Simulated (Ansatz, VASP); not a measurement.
**Ge2Sb2O: VASP beside Ansatz**

```xyz
5
Lattice="-2.9448 2.9448 3.2532 2.9448 -2.9448 3.2532 2.9448 2.9448 -3.2532" Properties=species:S:1:pos:R:3 pbc="T T T"
Ge    0.0000    0.0000    4.7031
Ge    0.0000    0.0000    1.8032
Sb    0.0000    2.9448    1.6266
Sb    2.9448    0.0000    1.6266
O     0.0000    0.0000    0.0000
```

Change from the starting cell: species swapped into the TbNi2Ge2 type (I4/mmm, No. 139).

Alike in both runs: functional PBE; k mesh 6 × 6 × 6; occupations gaussian, width 0.1 eV; no spin polarisation.

Ansatz relaxed the structure, and its values are those at the end. VASP's run is a single point on that final structure, the one shown.

```csv
,VASP,Ansatz
version,VASP 6.6.1,Ansatz 0.2.0
potentials or method,"VASP PAW PBE potentials, release 64 (Ge_d, Sb, O), cutoff 600 eV","scalar-relativistic, plane waves, PAW"
valence electrons in the cell,44,64
```

Ansatz gave:

| Property | Result |
| --- | --- |
| gap on the k mesh at the Fermi level (eV) | none |
| pressure (GPa) | 0.1 |
| rms of the force components (eV/Å) | 0.003 |

Q: Estimate VASP's values.

A: gap on the k mesh at the Fermi level (eV): none; pressure (GPa): 0.0; rms of the force components (eV/Å): 0.007.

A gap of «none» marks a metal or a gap that the smearing closes. VASP's potentials hold 44 valence electrons a cell and Ansatz's 64, so a difference there can come from the potentials and not from the codes.

Neither program's run includes spin-orbit coupling.
